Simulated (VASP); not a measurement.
CdSe, 2 atoms in the cell. Symmetry: Fm-3m, No. 225, cubic system. The conventional cell has a = 5.686 Å, b = 5.686 Å, c = 5.686 Å, α = 90.00°, β = 90.00°, γ = 90.00°. Within 3.7 Å of Cd (site symmetry m-3m) lie 6 Se at 2.84 Å. Within 3.7 Å of Se (site symmetry m-3m) lie 6 Cd at 2.84 Å. 

* Program: VASP 6.6.1
* Task: single point
* Functional: PBEsol
* Potentials or basis: VASP PAW PBE potentials, release 64 (Cd, Se)
* Cutoff: 500 eV
* k mesh: 8 × 8 × 8
* Occupations: fermi-dirac, width 0.02 eV
* Spin: no spin polarisation
* Dipole correction: no
* Further INCAR settings: ALGO = Normal; EDIFF = 1e-06; NBANDS = 16

Potentials or basis: VASP PAW PBE potentials, release 64 (Cd, Se).

Command:

```console
$ cat potpaw_PBE.64/Cd/POTCAR potpaw_PBE.64/Se/POTCAR > POTCAR
$ mpirun -np 1 vasp_std > vasp.out
```

Hardware: 1 thread of Intel(R) Xeon(R) 6975P-C (Granite Rapids) (shared host).

Q: Estimate the wall time of this run.

A: It took 8.8 s on 1 thread of Intel(R) Xeon(R) 6975P-C (Granite Rapids), with other jobs on the host, peak memory 0.17 GiB. Counts: scf iterations 12, k points 29.
